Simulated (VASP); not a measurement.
# B4MoRu (Cmmm) in VASP: notebook, part 2 of 2

VASP 6.6.1. Earlier steps stand in the parts before.

## 3. Single point, PBE, collinear spin, ferromagnetic start

This run uses another cell than the first one, of 8.96 Å³/atom.

INCAR

```
SYSTEM = B4MoRu
  PREC = Accurate
  ENCUT = 520
  EDIFF = 1E-6
  ISMEAR = 0
  SIGMA = 0.1
  LREAL = .FALSE.
  LASPH = .TRUE.
  NELM = 150
  ALGO = Normal
  ISIF = 2
  LWAVE = .FALSE.
  LCHARG = .TRUE.
  ISPIN = 2
  MAGMOM = 0 0 0 0 1 1
  LORBIT = 11
  LMAXMIX = 4
  GGA = PE
  LELF = .TRUE.
  LVHAR = .TRUE.
  NBANDS = 33
```

KPOINTS

```
Automatic mesh
0
G
  4 4 6
  0 0 0
```

POSCAR

```
B4MoRu
1.0
    2.4288430814     -3.8266872567      0.0000000000
    2.4288430814      3.8266872567      0.0000000000
    0.0000000000      0.0000000000      2.8929845822
B Mo Ru
4 1 1
Direct
    0.2126681528      0.7873318472      0.0000000000
    0.7873318472      0.2126681528      0.0000000000
    0.0000000000      0.5000000000      0.5000000000
    0.5000000000      0.0000000000      0.5000000000
    0.5000000000      0.5000000000      0.0000000000
    0.0000000000      0.0000000000      0.5000000000
```

Potentials or basis: VASP PAW PBE potentials, release 64 (B, Mo_sv, Ru_pv).

On the command line:

```bash
$ cat potpaw_PBE.64/B/POTCAR potpaw_PBE.64/Mo_sv/POTCAR potpaw_PBE.64/Ru_pv/POTCAR > POTCAR
$ mpirun -np 1 vasp_std > vasp.out
```

OUTCAR:

```text
SYSTEM = B4MoRu
   PREC = Accurate
   ENCUT = 520
   EDIFF = 1E-6
   ISMEAR = 0
   LREAL = .FALSE.
   LASPH = .TRUE.
   NELM = 150
   ISIF = 2
   ISPIN = 2
   LORBIT = 11
   GGA = PE

 ion  position               nearest neighbor table
   1  0.213  0.787  0.000-   3 1.91   4 1.91   3 1.91   4 1.91   6 2.18   6 2.18   5 2.20
   2  0.787  0.213  0.000-   3 1.91   4 1.91   3 1.91   4 1.91   6 2.18   6 2.18   5 2.20
   3  0.000  0.500  0.500-   1 1.91   2 1.91   1 1.91   2 1.91   6 2.27   6 2.27   5 2.69   5 2.69
                             5 2.69   5 2.69
   4  0.500  0.000  0.500-   1 1.91   2 1.91   1 1.91   2 1.91   6 2.27   6 2.27   5 2.69   5 2.69
                             5 2.69   5 2.69
   5  0.500  0.500  0.000-   1 2.20   2 2.20   3 2.69   4 2.69   3 2.69   4 2.69   4 2.69   4 2.69
                             3 2.69   3 2.69   6 2.83   6 2.83   6 2.83   6 2.83
   6  0.000  0.000  0.500-   1 2.18   2 2.18   1 2.18   2 2.18   3 2.27   4 2.27   3 2.27   4 2.27
                             5 2.83   5 2.83   5 2.83   5 2.83

  LATTYP: Found a base centered orthorhombic cell.
 ALAT       =     4.8576861628
 B/A-ratio  =     1.5755185199
 C/A-ratio  =     0.5955478566

  Lattice vectors:

 A1 = (   2.4288430814,  -3.8266872567,   0.0000000000)
 A2 = (   2.4288430814,   3.8266872567,   0.0000000000)
 A3 = (   0.0000000000,   0.0000000000,   2.8929845822)

Analysis of symmetry for initial positions (statically):
=====================================================================
 Subroutine PRICEL returns:
 Original cell was already a primitive cell.

 Routine SETGRP: Setting up the symmetry group for a
 base centered orthorhombic supercell.

 Subroutine GETGRP returns: Found  8 space group operations
 (whereof  8 operations were pure point group operations)
 out of a pool of  8 trial point group operations.

The static configuration has the point symmetry D_2h.

Analysis of symmetry for dynamics (positions and initial velocities):
=====================================================================
 Subroutine PRICEL returns:
 Original cell was already a primitive cell.

 Routine SETGRP: Setting up the symmetry group for a
 base centered orthorhombic supercell.

 Subroutine GETGRP returns: Found  8 space group operations
 (whereof  8 operations were pure point group operations)
 out of a pool of  8 trial point group operations.

The dynamic configuration has the point symmetry D_2h.

Analysis of structural, dynamic, and magnetic symmetry:
=====================================================================
 Subroutine PRICEL returns:
 Original cell was already a primitive cell.

 Routine SETGRP: Setting up the symmetry group for a
 base centered orthorhombic supercell.

 Subroutine GETGRP returns: Found  8 space group operations
 (whereof  8 operations were pure point group operations)
 out of a pool of  8 trial point group operations.

The overall configuration has the point symmetry D_2h.

 Subroutine INISYM returns: Found  8 space group operations
 (whereof  8 operations are pure point group operations),
 and found     1 'primitive' translations

----------------------------------------------------------------------------------------

                                     Primitive cell

  volume of cell :      53.7772

  direct lattice vectors                    reciprocal lattice vectors
     2.428843081 -3.826687257  0.000000000     0.205859326 -0.130661318  0.000000000
[... 104 lines left out ...]
   PSTRESS=    0.0 pullay stress
   NELECT =      40.0000    total number of electrons
   NUPDOWN=      -1.0000    fix difference up-down
   EMIN   =  10.00;   EMAX   =-10.00  energy-range for DOS
   EFERMI =   0.00;   METHOD = LEGACY
   ISMEAR =     0;   SIGMA  =   0.10  broadening in eV -4-tet -1-fermi 0-gaus
   EFERMI_NEDOS =   21; number of points for ismear=-14 and -15
   IALGO  =     38    algorithm
   IMIX   =      4    mixing-type and parameters
     AMIX     =   0.40;   BMIX     =  1.00
     AMIX_MAG =   1.60;   BMIX_MAG =  1.00
  volume/ion in A,a.u.               =       8.96        60.48
  Fermi-wavevector in a.u.,A,eV,Ry     =   1.483299  2.803028 29.935203  2.200175
  Thomas-Fermi vector in A             =   2.596978
   LORBIT       =     11    0 simple, 1 ext, 2 COOP (PROOUT), +10 PAW based schemes
   GGA     = PE    functional components
   LHFCALC =     F    Hartree Fock is set to
   AEXX    =    0.0000 exact exchange contribution
   IVDW    =     0    specifies the selected vdW correction
   LEPSILON=     F    determine dielectric tensor
   LRPA    =     F    only Hartree local field effects (RPA)
 spin polarized calculation
 Gauss-broadening in eV      SIGMA  =   0.10
  energy-cutoff  :      520.00
  volume of cell :       53.78
 maximum number of plane-waves:      1464
 NGX is ok and might be reduce to    36
   NGX = 17   NGY = 17   NGZ = 11

 number of electron      40.0000003 magnetization       0.0000162

 number of electron      40.0000003 magnetization      -0.0000104

 Free energy of the ion-electron system (eV)
  ---------------------------------------------------
  ext. energy  EPLUGINS =         0.00000000
  ---------------------------------------------------
  free energy    TOTEN  =       -45.31869487 eV

  energy without entropy =      -45.30659710  energy(sigma->0) =      -45.31264599

 E-fermi :  11.5073     XC(G=0): -13.2778

 val. band max:       11.4872880803   @ k =   0.0000   0.0000   0.0000
 cond. band min:      11.5446811760   @ k =   0.2500  -0.0000   0.0000
 fundamental gap:      0.0573930956
 Fermi energy:        11.5073496373

 spin component 1

 k-point     1 :       0.0000    0.0000    0.0000
  band No.  band energies     occupation
      1     -50.0066      1.00000
      2     -32.3019      1.00000
      3     -31.9905      1.00000
      4     -31.9531      1.00000
      5     -24.1944      1.00000
      6     -24.0788      1.00000
[... 829 lines left out ...]
     31      20.8592      0.00000
     32      21.6161      0.00000

 [... further k-points ...]

 spin component 2

 k-point     1 :       0.0000    0.0000    0.0000
  band No.  band energies     occupation
      1     -50.0066      1.00000
      2     -32.3020      1.00000
      3     -31.9905      1.00000
      4     -31.9532      1.00000
      5     -24.1944      1.00000
      6     -24.0789      1.00000
[... 829 lines left out ...]
     31      20.8592      0.00000
     32      21.6146      0.00000

 [... further k-points ...]

 [bands above 32 left out]

------------------------ aborting loop because EDIFF is reached ----------------------------------------

  FORCE on cell =-STRESS in cart. coord.  units (eV):
  Direction    XX          YY          ZZ          XY          YZ          ZX
  --------------------------------------------------------------------------------------
  -------------------------------------------------------------------------------------
  Total        0.0647382      0.0705226     -0.0181921     -0.0000000      0.0000000      0.0000000
  in kB        1.9287361      2.1010697     -0.5419938     -0.0000000      0.0000000      0.0000000
  external PRESSURE =       1.1626040 kB  Pullay stress =       0.0000000 kB

 VOLUME and BASIS-vectors are now :
 -----------------------------------------------------------------------------
  energy-cutoff  :      520.00
  volume of cell :       53.78
      direct lattice vectors                 reciprocal lattice vectors
     2.428843081 -3.826687257  0.000000000     0.205859326 -0.130661318  0.000000000
     2.428843081  3.826687257  0.000000000     0.205859326  0.130661318  0.000000000
     0.000000000  0.000000000  2.892984582     0.000000000  0.000000000  0.345663785

 POSITION                                       TOTAL-FORCE (eV/Angst)
 -----------------------------------------------------------------------------------
      2.42884      2.19906      0.00000         0.000000      0.012041      0.000000
      2.42884     -2.19906      0.00000         0.000000     -0.012041      0.000000
      1.21442      1.91334      1.44649         0.000000     -0.000000      0.000000
      1.21442     -1.91334      1.44649         0.000000     -0.000000      0.000000
      2.42884      0.00000      0.00000        -0.000000      0.000000      0.000000
      0.00000      0.00000      1.44649         0.000000     -0.000000      0.000000
 -----------------------------------------------------------------------------------
    total drift:                                0.000000      0.000000      0.000000

  FREE ENERGIE OF THE ION-ELECTRON SYSTEM (eV)
  ---------------------------------------------------
  free  energy   TOTEN  =       -45.3186948717 eV

  energy  without entropy=      -45.3065971025  energy(sigma->0) =      -45.31264599

 total charge

# of ion       s       p       d       tot
------------------------------------------
    1        0.696   1.184   0.000   1.880
    2        0.696   1.184   0.000   1.880
    3        0.636   1.105   0.000   1.741
    4        0.636   1.105   0.000   1.741
    5        2.275   6.184   3.982  12.442
    6        0.386   6.417   6.205  13.008
--------------------------------------------------
tot          5.324  17.181  10.187  32.692

 magnetization (x)

# of ion       s       p       d       tot
------------------------------------------
    1       -0.000  -0.000   0.000  -0.000
    2       -0.000  -0.000   0.000  -0.000
    3        0.000   0.000   0.000   0.000
    4        0.000   0.000   0.000   0.000
    5        0.000   0.000   0.000   0.000
    6       -0.000  -0.000  -0.000  -0.000
--------------------------------------------------
tot         -0.000   0.000   0.000   0.000
```

Run time: 2 min. Hardware: 1 thread of Intel Xeon 8259CL, shared host; peak memory 0.25 GiB.

What came out:

```yaml
Free_energy: -45.3187 eV
Pressure: 0.1 GPa
Largest_force: 0.012 eV/Å
Band_gap_on_the_k_mesh: zero (filled and empty bands overlap)
Net_moment: 0.00 μB per cell
Valence_electrons_inside_the_program's_atomic_spheres: B 1.88, 1.74 (each value once); Mo 12.44; Ru 13.01
```

Forces on the atoms (eV/Å):
```
B    0.000  0.012  0.000
B    0.000 -0.012  0.000
B    0.000  0.000  0.000
B    0.000  0.000  0.000
Mo   0.000  0.000  0.000
Ru   0.000  0.000  0.000
```

Stress tensor (GPa, compression positive):
```
 0.19  0.00  0.00
 0.00  0.21  0.00
 0.00  0.00 -0.05
```

Levels at points of the mesh, in eV from the Fermi level:
Spin up:
```tsv
k point	band 18	band 19	band 20	band 21	band 22	band 23
(0.00, 0.00, 0.00)	-2.68	-1.95	-1.12	-0.02	1.45	1.91
(0.50, 0.00, 0.00)	-2.11	-1.87	-1.21	-0.05	0.24	1.22
(0.50, 0.50, 0.00)	-1.00	-0.44	0.26	1.79	1.90	2.49
(0.00, 0.00, 0.50)	-3.36	-1.49	-0.06	1.68	1.69	1.73
(0.50, 0.00, 0.50)	-1.97	-1.62	0.32	0.56	1.27	1.62
(0.50, 0.50, 0.50)	-2.37	-1.26	-0.78	-0.72	0.12	0.94
```
Spin down:
```csv
k point,band 17,band 18,band 19,band 20,band 21,band 22,band 23,band 24
"(0.00, 0.00, 0.00)",-2.84,-2.68,-1.95,-1.12,-0.02,1.45,1.91,2.04
"(0.50, 0.00, 0.00)",-2.91,-2.11,-1.87,-1.21,-0.05,0.24,1.22,1.83
"(0.50, 0.50, 0.00)",-1.98,-1.00,-0.44,0.26,1.79,1.90,2.49,2.70
"(0.00, 0.00, 0.50)",-3.67,-3.36,-1.49,-0.06,1.68,1.69,1.73,3.22
"(0.50, 0.00, 0.50)",-2.03,-1.97,-1.62,0.32,0.56,1.27,1.62,1.96
"(0.50, 0.50, 0.50)",-4.03,-2.37,-1.26,-0.78,-0.72,0.12,0.94,1.07
```

Caveat: the k points lie up to 0.38 Å⁻¹ apart, too coarse for converged energies and pressures of a metal.

## 4. Single point, PBE

This run uses another cell than the first one, of 8.98 Å³/atom.

INCAR

```
SYSTEM = B4MoRu
PREC = Accurate ; ENCUT = 520
EDIFF = 1E-6 ; ISMEAR = 0
SIGMA = 0.1 ; LREAL = .False.
LASPH = .True. ; NELM = 100
ALGO = Normal ; ISIF = 2
LWAVE = .False. ; LCHARG = .False.
GGA = PE ; NBANDS = 29
```

KPOINTS

```
Automatic mesh
0
Gamma
  10 10 14
  0 0 0
```

POSCAR

```
B4MoRu
1.0
    2.4293009377     -3.8081871614      0.0000000000
    2.4293009377      3.8081871614      0.0000000000
    0.0000000000      0.0000000000      2.9110975562
B Mo Ru
4 1 1
Direct
    0.2113112330      0.7886887670      0.0000000000
    0.7886887670      0.2113112330      0.0000000000
    0.0000000000      0.5000000000      0.5000000000
    0.5000000000      0.0000000000      0.5000000000
    0.5000000000      0.5000000000      0.0000000000
    0.0000000000      0.0000000000      0.5000000000
```

Potentials or basis: VASP PAW PBE potentials, release 64 (B, Mo_sv, Ru_pv).

On the command line:

```bash
$ cat potpaw_PBE.64/B/POTCAR potpaw_PBE.64/Mo_sv/POTCAR potpaw_PBE.64/Ru_pv/POTCAR > POTCAR
$ mpirun -np 1 vasp_std > vasp.out
```

OUTCAR:

```text
SYSTEM = B4MoRu
   PREC = Accurate
   ENCUT = 520
   EDIFF = 1E-6
   ISMEAR = 0
   LREAL = .False.
   LASPH = .True.
   NELM = 100
   ISIF = 2
   GGA = PE

 ion  position               nearest neighbor table
   1  0.211  0.789  0.000-   3 1.92   4 1.92   3 1.92   4 1.92   6 2.17   6 2.17   5 2.20
   2  0.789  0.211  0.000-   3 1.92   4 1.92   3 1.92   4 1.92   6 2.17   6 2.17   5 2.20
   3  0.000  0.500  0.500-   1 1.92   2 1.92   1 1.92   2 1.92   6 2.26   6 2.26   5 2.69   5 2.69
                             5 2.69   5 2.69
   4  0.500  0.000  0.500-   1 1.92   2 1.92   1 1.92   2 1.92   6 2.26   6 2.26   5 2.69   5 2.69
[... 983 lines left out ...]
  Total        0.0315349      0.0730296      0.0366329      0.0000000      0.0000000      0.0000000
  in kB        0.9380280      2.1723173      1.0896716      0.0000000      0.0000000      0.0000000
  external PRESSURE =       1.4000056 kB  Pullay stress =       0.0000000 kB

 VOLUME and BASIS-vectors are now :
 -----------------------------------------------------------------------------
  energy-cutoff  :      520.00
  volume of cell :       53.86
      direct lattice vectors                 reciprocal lattice vectors
     2.429300938 -3.808187161  0.000000000     0.205820527 -0.131296068  0.000000000
     2.429300938  3.808187161  0.000000000     0.205820527  0.131296068  0.000000000
     0.000000000  0.000000000  2.911097556     0.000000000  0.000000000  0.343513050

 POSITION                                       TOTAL-FORCE (eV/Angst)
 -----------------------------------------------------------------------------------
      2.42930      2.19876      0.00000         0.000000      0.003555      0.000000
      2.42930     -2.19876      0.00000         0.000000     -0.003555      0.000000
      1.21465      1.90409      1.45555         0.000000     -0.000000      0.000000
      1.21465     -1.90409      1.45555         0.000000     -0.000000      0.000000
      2.42930      0.00000      0.00000        -0.000000      0.000000      0.000000
      0.00000      0.00000      1.45555         0.000000     -0.000000      0.000000
 -----------------------------------------------------------------------------------
    total drift:                                0.000000      0.000000      0.000000

  FREE ENERGIE OF THE ION-ELECTRON SYSTEM (eV)
  ---------------------------------------------------
  free  energy   TOTEN  =       -45.3107340199 eV

  energy  without entropy=      -45.2974490082  energy(sigma->0) =      -45.30409151
```

stdout:

```text
POSCAR found type information on POSCAR B MoRu
 POSCAR found :  3 types and       6 ions
 scaLAPACK will be used
 LDA part: xc-table for (Slater+PW92), standard interpolation
 POSCAR, INCAR and KPOINTS ok, starting setup
 FFT: planning ... GRIDC
 FFT: planning ... GRID_SOFT
 FFT: planning ... GRID
 WAVECAR not read
 entering main loop
```

Run time: 6.6 min. Hardware: 1 thread of Intel Xeon 8259CL, shared host; peak memory 0.47 GiB.

Results:

```
Free energy            : -45.3107 eV
Pressure               : 0.1 GPa
Largest force          : 0.004 eV/Å
Band gap on the k mesh : zero (bands 20 and 21 overlap by 1.26 eV)
```

Forces on the atoms (eV/Å):
```
B    0.000  0.004  0.000
B    0.000 -0.004  0.000
B    0.000  0.000  0.000
B    0.000  0.000  0.000
Mo   0.000  0.000  0.000
Ru   0.000  0.000  0.000
```

## 5. Overview

```csv
task,spin,cell,k mesh,cutoff (eV),gap on the mesh (eV),pressure (GPa),largest force (eV/Å)
relaxation of cell and atoms,off,"relaxed from a = 4.365, b = 4.365, c = 3.535 Å, angles 90.0, 90.0, 120.0°, 6 atoms, atomic positions A",4 × 4 × 6,600,none,-0.3,0.01
single point,"collinear, ferromagnetic start","a = 4.532, b = 4.532, c = 2.893 Å, angles 90.0, 90.0, 115.2°, 6 atoms, atomic positions B",4 × 4 × 6,520,none,0.1,0.01
single point,off,"a = 4.517, b = 4.517, c = 2.911 Å, angles 90.0, 90.0, 114.9°, 6 atoms, atomic positions B",10 × 10 × 14,520,none,0.1,-
```

Alike in all rows: level PBE; potentials or basis VASP PAW PBE potentials, release 64 (B, Mo_sv, Ru_pv); smearing gaussian 0.1 eV.

Caveats: some runs use coarse meshes; a cell axis changed by over 15 % at a fixed basis, so the end point is rough (at least some runs).

Total energies depend on the potentials used, so only differences within one code and one set of settings carry meaning.
